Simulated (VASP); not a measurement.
# SrAuS (Cmcm) in VASP: single point with HSE06

Aim: the single point of SrAuS with HSE06.

All numbers are computed with VASP 6.6.1; they aren't measurements. Logs are shortened: lines on timing, memory, paths and dates and some standing lists are left out, and cuts for length are marked.

## Step 1: The cell of the first run

The structure is orthorhombic, space group Cmcm (No. 63). Conventional cell: a = 6.272 Å, b = 7.670 Å, c = 6.231 Å, α = 90.00°, β = 90.00°, γ = 90.00°. Within 4.2 Å of Sr (site symmetry m2m) lie 5 S at 3.19 to 3.39 Å and 6 Au at 3.27 to 3.63 Å and 2 Sr at 3.66 Å. Au (site symmetry 2/m) has 2 S at 2.19 Å within 2.9 Å. S (site symmetry m2m) has 2 Au at 2.19 Å within 2.9 Å.

## Step 2: Single point, HSE06

Input file POSCAR:

```
SrAuS
1.0
    3.1359700000      3.8350560000      0.0000000000
    3.1359700000     -3.8350560000      0.0000000000
    0.0000000000      0.0000000000     -6.2313170000
Sr Au S
2 2 2
Direct
    0.3753000000      0.6247000000      0.7500000000
    0.6247000000      0.3753000000      0.2500000000
    0.0000000000      0.0000000000      0.0000000000
    0.0000000000      0.0000000000      0.5000000000
    0.8000000000      0.2000000000      0.7500000000
    0.2000000000      0.8000000000      0.2500000000
```

Input file INCAR.step1:

```
ALGO     = Normal         # electronic algorithm
EDIFF    = 1E-5           # SCF threshold, eV
ENCUT    = 400            # plane-wave cutoff, eV
GGA      = PE             # functional
GGA_COMPAT= False        
ISIF     = 2              # what is computed and relaxed
ISMEAR   = -1             # smearing method
LASPH    = True           # aspherical terms in the spheres
LCHARG   = False          # write CHGCAR
LREAL    = False          # projectors in reciprocal space
LWAVE    = True           # write WAVECAR
NBANDS   = 36             # bands
NELM     = 120            # most SCF steps
PREC     = Accurate       # precision mode
SIGMA    = 0.1            # smearing width, eV
```

Input file INCAR.step2:

```
ALGO     = Normal         # electronic algorithm
EDIFF    = 1E-6           # SCF threshold, eV
ENCUT    = 400            # plane-wave cutoff, eV
GGA      = PE             # functional
GGA_COMPAT= False        
HFSCREEN = 0.2079         # screening, 1/A
ISIF     = 2              # what is computed and relaxed
ISMEAR   = -1             # smearing method
ISTART   = 1            
LASPH    = True           # aspherical terms in the spheres
LCHARG   = False          # write CHGCAR
LHFCALC  = True           # exact exchange
LREAL    = False          # projectors in reciprocal space
LWAVE    = False          # write WAVECAR
NBANDS   = 36             # bands
NELM     = 120            # most SCF steps
PREC     = Accurate       # precision mode
PRECFOCK = Normal       
SIGMA    = 0.1            # smearing width, eV
```

Input file KPOINTS:

```
k-points
0
Gamma
  2 2 2
```

Potentials or basis: VASP PAW PBE potentials, release 64 (Sr_sv, Au, S).

On the command line:

```console
$ cat potpaw_PBE.64/Sr_sv/POTCAR potpaw_PBE.64/Au/POTCAR potpaw_PBE.64/S/POTCAR > POTCAR
$ cp INCAR.step1 INCAR
$ mpirun -np 1 vasp_std > vasp.out
$ cp INCAR.step2 INCAR
$ mpirun -np 1 vasp_std > vasp.out
```

OUTCAR:

```text
EDIFF = 1E-6
   ENCUT = 400
   GGA = PE
   HFSCREEN = 0.2079
   ISIF = 2
   ISMEAR = -1
   ISTART = 1
   LASPH = True
   LHFCALC = True
   LREAL = False
   NELM = 120
   PREC = Accurate
   PRECFOCK = Normal

 ion  position               nearest neighbor table
   1  0.375  0.625  0.750-   5 3.19   5 3.19   5 3.26   3 3.27   4 3.27   6 3.39   6 3.39   4 3.63
                             3 3.63   4 3.63   3 3.63   2 3.66   2 3.66   2 4.82   2 4.82   2 4.82
   2  0.625  0.375  0.250-   6 3.19   6 3.19   6 3.26   3 3.27   4 3.27   5 3.39   5 3.39   3 3.63
                             4 3.63   3 3.63   4 3.63   1 3.66   1 3.66   1 4.82   1 4.82   1 4.82
   3  0.000  0.000  0.000-   5 2.19   6 2.19   4 3.12   4 3.12   1 3.27   2 3.27   2 3.63   1 3.63
                             2 3.63   1 3.63
   4  0.000  0.000  0.500-   5 2.19   6 2.19   3 3.12   3 3.12   1 3.27   2 3.27   2 3.63   1 3.63
                             2 3.63   1 3.63
   5  0.800  0.200  0.750-   3 2.19   4 2.19   1 3.19   1 3.19   1 3.26   2 3.39   2 3.39
   6  0.200  0.800  0.250-   3 2.19   4 2.19   2 3.19   2 3.19   2 3.26   1 3.39   1 3.39

  LATTYP: Found a base centered orthorhombic cell.
 ALAT       =     6.2719400000
 B/A-ratio  =     1.2229249642
 C/A-ratio  =     0.9935230567

  Lattice vectors:

 A1 = (   3.1359700000,   3.8350560000,   0.0000000000)
 A2 = (   3.1359700000,  -3.8350560000,   0.0000000000)
 A3 = (   0.0000000000,   0.0000000000,  -6.2313170000)

Analysis of symmetry for initial positions (statically):
=====================================================================
 Subroutine PRICEL returns:
 Original cell was already a primitive cell.

 Routine SETGRP: Setting up the symmetry group for a
 base centered orthorhombic supercell.

 Subroutine GETGRP returns: Found  8 space group operations
 (whereof  4 operations were pure point group operations)
 out of a pool of  8 trial point group operations.

The static configuration has the point symmetry C_2h.
 The point group associated with its full space group is D_2h.

Analysis of symmetry for dynamics (positions and initial velocities):
=====================================================================
 Subroutine PRICEL returns:
 Original cell was already a primitive cell.

 Routine SETGRP: Setting up the symmetry group for a
 base centered orthorhombic supercell.

 Subroutine GETGRP returns: Found  8 space group operations
 (whereof  4 operations were pure point group operations)
 out of a pool of  8 trial point group operations.

The dynamic configuration has the point symmetry C_2h.
 The point group associated with its full space group is D_2h.

 Subroutine INISYM returns: Found  8 space group operations
 (whereof  4 operations are pure point group operations),
 and found     1 'primitive' translations

----------------------------------------------------------------------------------------

                                     Primitive cell

  volume of cell :     149.8834

  direct lattice vectors                    reciprocal lattice vectors
     3.135970000  3.835056000  0.000000000     0.159440301  0.130376193  0.000000000
     3.135970000 -3.835056000  0.000000000     0.159440301 -0.130376193  0.000000000
     0.000000000  0.000000000 -6.231317000     0.000000000  0.000000000 -0.160479719

  length of vectors
     4.953984494  4.953984494  6.231317000     0.205959125  0.205959125  0.160479719

  position of ions in fractional coordinates (direct lattice)
     0.375300000  0.624700000  0.750000000
     0.624700000  0.375300000  0.250000000
     0.000000000  0.000000000  0.000000000
     0.000000000  0.000000000  0.500000000
     0.800000000  0.200000000  0.750000000
     0.200000000  0.800000000  0.250000000

  ion indices of the primitive-cell ions
   primitive index   ion index
                 1           1
                 2           2
                 3           3
                 4           4
                 5           5
                 6           6

----------------------------------------------------------------------------------------

 KPOINTS: k-points

Automatic generation of k-mesh.
 Grid dimensions read from file:
 generate k-points for:    2    2    2

 Generating k-lattice:

  Cartesian coordinates                     Fractional coordinates (reciprocal lattice)
     0.079720150  0.065188096  0.000000000     0.500000000 -0.000000000  0.000000000
     0.079720150 -0.065188096  0.000000000    -0.000000000  0.500000000  0.000000000
     0.000000000  0.000000000 -0.080239859     0.000000000  0.000000000  0.500000000

  Length of vectors
     0.102979562  0.102979562  0.080239859

  Shift w.r.t. Gamma in fractional coordinates (k-lattice)
     0.000000000  0.000000000  0.000000000

 Subroutine IBZKPT returns following result:
 ===========================================

 Found      6 irreducible k-points:

 Following reciprocal coordinates:
            Coordinates               Weight
  0.000000  0.000000  0.000000      1.000000
  0.500000 -0.000000  0.000000      2.000000
  0.500000  0.500000  0.000000      1.000000
  0.000000  0.000000  0.500000      1.000000
  0.500000 -0.000000  0.500000      2.000000
  0.500000  0.500000  0.500000      1.000000
   k-points           NKPTS =      6   k-points in BZ     NKDIM =      8   number of bands    NBANDS=     36
   number of dos      NEDOS =    301   number of ions     NIONS =      6
   total plane-waves  NPLWV =  43008
   dimension x,y,z NGX =    32 NGY =   32 NGZ =   42
   dimension x,y,z NGXF=    64 NGYF=   64 NGZF=   84
   ions per type =               2   2   2
   NGX,Y,Z   is equivalent  to a cutoff of  10.74, 10.74, 11.21 a.u.
   NGXF,Y,Z  is equivalent  to a cutoff of  21.48, 21.48, 22.41 a.u.
 SYSTEM =  unknown system
   PREC   = accura    normal or accurate (medium, high low for compatibility)
   ISTART =      1    job   : 0-new  1-cont  2-samecut
   ICHARG =      0    charge: 1-file 2-atom 10-const
   ISPIN  =      1    spin polarized calculation?
   LNONCOLLINEAR =      F non collinear calculations
   LSORBIT =      F    spin-orbit coupling
   LASPH  =      T    aspherical Exc in radial PAW
   ENCUT  =  400.0 eV  29.40 Ry    5.42 a.u.   8.08  8.08 10.16*2*pi/ulx,y,z
   NELM   =    120;   NELMIN=  2; NELMDL=  0     # of ELM steps
   EDIFF  = 0.1E-05   stopping-criterion for ELM
   LREAL  =      F    real-space projection
   EDIFFG = 0.1E-04   stopping-criterion for IOM
   NSW    =      0    number of steps for IOM
   IBRION =     -1    ionic relax: 0-MD 1-quasi-New 2-CG
   NFREE  =      0    steps in history (QN), initial steepest desc. (CG)
   ISIF   =      2    stress and relaxation
   ISYM   =      3    0-nonsym 1-usesym 2-fastsym
   POTIM  = 0.5000    time-step for ionic-motion
   TEBEG  =    0.0;   TEEND  =   0.0 temperature during run
   PSTRESS=    0.0 pullay stress
   NELECT =      54.0000    total number of electrons
   NUPDOWN=      -1.0000    fix difference up-down
   EMIN   =  10.00;   EMAX   =-10.00  energy-range for DOS
   EFERMI =   0.00;   METHOD = LEGACY
   ISMEAR =    -1;   SIGMA  =   0.10  broadening in eV -4-tet -1-fermi 0-gaus
   EFERMI_NEDOS =   21; number of points for ismear=-14 and -15
   IALGO  =     38    algorithm
   IMIX   =      1    mixing-type and parameters
     AMIX     =   0.40;   BMIX     =  1.00
     AMIX_MAG =   1.60;   BMIX_MAG =  1.00
  volume/ion in A,a.u.               =      24.98       168.58
  Fermi-wavevector in a.u.,A,eV,Ry     =   1.164899  2.201340 18.462965  1.356990
  Thomas-Fermi vector in A             =   2.301431
   LORBIT       =      0    0 simple, 1 ext, 2 COOP (PROOUT), +10 PAW based schemes
   GGA     = PE    functional components
   LHFCALC =     T    Hartree Fock is set to
   PRECFOCK=normal    Normal, Fast or Accurate (Low or Medium for compatibility)
   ENCUT4O =  -1.0   cutoff for four orbital integrals eV
   NKREDX  =     1    reduce k-point grid by
   NKREDY  =     1    reduce k-point grid by
   NKREDZ  =     1    reduce k-point grid by
   AEXX    =    0.2500 exact exchange contribution
   HFSCREEN=    0.2079 screening length (either q_TF or 0.3 A-1)
   HFSCREENC=   0.2079 screening length for correlation (either q_TF or 0.3 A-1)
   ENCUTFOCK=  -1.0 apply spherical cutoff to Coloumb kernel
   IVDW    =     0    specifies the selected vdW correction
   LEPSILON=     F    determine dielectric tensor
   LRPA    =     F    only Hartree local field effects (RPA)
 non-spin polarized calculation
  energy-cutoff  :      400.00
  volume of cell :      149.88
 maximum number of plane-waves:      2736
  NGX = 28; NGY = 28; NGZ = 32

 number of electron      53.9999997 magnetization

 Free energy of the ion-electron system (eV)
  ---------------------------------------------------
  ext. energy  EPLUGINS =         0.00000000
  ---------------------------------------------------
  free energy    TOTEN  =       -24.59918425 eV

  energy without entropy =      -24.42580024  energy(sigma->0) =      -24.51249225

 E-fermi :   5.9010     XC(G=0):  -8.0375

 val. band max:        5.8932495903   @ k =   0.5000  -0.0000   0.5000
 cond. band min:       6.0219915231   @ k =   0.5000   0.5000   0.0000
 fundamental gap:      0.1287419327
 Fermi energy:         5.9010117872

 k-point     1 :       0.0000    0.0000    0.0000
  band No.  band energies     occupation
      1     -33.7963      2.00000
      2     -33.7558      2.00000
      3     -14.8236      2.00000
      4     -14.5592      2.00000
      5     -14.4684      2.00000
      6     -14.4668      2.00000
[... 28 lines left out ...]
     35       9.5941      0.00000
     36       9.8299      0.00000

 k-point     2 :       0.5000   -0.0000    0.0000
  band No.  band energies     occupation
      1     -33.7939      2.00000
      2     -33.7564      2.00000
      3     -14.7972      2.00000
      4     -14.6188      2.00000
      5     -14.5676      2.00000
      6     -14.4737      2.00000
[... 28 lines left out ...]
     35       9.8150      0.00000
     36      10.1346      0.00000
[... 115 lines left out ...]
     35      10.0136      0.00000
     36      10.0138      0.00000

 k-point     6 :       0.5000    0.5000    0.5000
  band No.  band energies     occupation
      1     -33.7742      2.00000
      2     -33.7742      2.00000
      3     -14.7508      2.00000
      4     -14.7508      2.00000
      5     -14.4840      2.00000
      6     -14.4840      2.00000
[... 28 lines left out ...]
     35      10.1705      0.00000
     36      10.2040      0.00000

------------------------ aborting loop because EDIFF is reached ----------------------------------------

  FORCE on cell =-STRESS in cart. coord.  units (eV):
  Direction    XX          YY          ZZ          XY          YZ          ZX
  --------------------------------------------------------------------------------------
  -------------------------------------------------------------------------------------
  Total       -5.0143729     10.4675797     11.2456678      0.0000000     -0.0000000      0.0000000
  in kB      -53.6011066    111.8931263    120.2104944      0.0000000     -0.0000000      0.0000000
  external PRESSURE =      59.5008380 kB  Pullay stress =       0.0000000 kB

 VOLUME and BASIS-vectors are now :
 -----------------------------------------------------------------------------
  energy-cutoff  :      400.00
  volume of cell :      149.88
      direct lattice vectors                 reciprocal lattice vectors
     3.135970000  3.835056000  0.000000000     0.159440301  0.130376193  0.000000000
     3.135970000 -3.835056000  0.000000000     0.159440301 -0.130376193  0.000000000
     0.000000000  0.000000000 -6.231317000     0.000000000  0.000000000 -0.160479719

 POSITION                                       TOTAL-FORCE (eV/Angst)
 -----------------------------------------------------------------------------------
      3.13597     -0.95646     -4.67349         0.000000     -0.283713     -0.000000
      3.13597      0.95646     -1.55783         0.000000      0.283713      0.000000
      0.00000      0.00000      0.00000         0.000000     -0.000000      0.000000
      0.00000      0.00000     -3.11566         0.000000     -0.000000      0.000000
      3.13597      2.30103     -4.67349         0.000000     -3.645566     -0.000000
      3.13597     -2.30103     -1.55783         0.000000      3.645566      0.000000
 -----------------------------------------------------------------------------------
    total drift:                                0.000005     -0.000006     -0.000000

  FREE ENERGIE OF THE ION-ELECTRON SYSTEM (eV)
  ---------------------------------------------------
  free  energy   TOTEN  =       -24.5991842503 eV

  energy  without entropy=      -24.4258002434  energy(sigma->0) =      -24.51249225
```

Run time: 20 min. Hardware: 1 thread of Intel Xeon 8259CL, shared host; peak memory 0.36 GiB.

Results:

| Quantity | Value |
| --- | --- |
| Free energy | -24.5992 eV |
| Pressure | 6.0 GPa |
| Largest force | 3.646 eV/Å |
| Band gap on the k mesh | zero (bands 27 and 28 overlap by 0.98 eV) |

Forces on the atoms (eV/Å):
```
Sr   0.000 -0.284  0.000
Sr   0.000  0.284  0.000
Au   0.000  0.000  0.000
Au   0.000  0.000  0.000
S    0.000 -3.646  0.000
S    0.000  3.646  0.000
```

Levels at points of the mesh, in eV from the Fermi level:
| k point | band 24 | band 25 | band 26 | band 27 | band 28 | band 29 | band 30 | band 31 |
| --- | --- | --- | --- | --- | --- | --- | --- | --- |
| (0.00, 0.00, 0.00) | -4.96 | -3.91 | -3.11 | -0.97 | -0.73 | 0.19 | 1.60 | 2.43 |
| (0.50, 0.00, 0.00) | -5.56 | -3.83 | -2.97 | -0.06 | 0.81 | 0.94 | 2.24 | 2.35 |
| (0.50, 0.50, 0.00) | -5.91 | -3.48 | -2.72 | -0.74 | 0.12 | 0.95 | 1.40 | 2.54 |
| (0.00, 0.00, 0.50) | -4.17 | -3.71 | -3.71 | -0.02 | -0.02 | 1.24 | 1.24 | 1.94 |
| (0.50, 0.00, 0.50) | -4.26 | -4.07 | -4.07 | -0.01 | -0.01 | 2.12 | 2.12 | 2.77 |
| (0.50, 0.50, 0.50) | -4.36 | -4.34 | -4.34 | 0.25 | 0.25 | 1.36 | 1.36 | 2.56 |

Caveat: the k points lie up to 0.65 Å⁻¹ apart, too coarse for converged energies and pressures of a metal; the PAW data sets were made with another functional, which shifts forces and pressure a little; spin-orbit coupling is left out, which moves the levels of the heavy elements.

The gap in the log of VASP goes by the Fermi energy; the results here count the filled bands.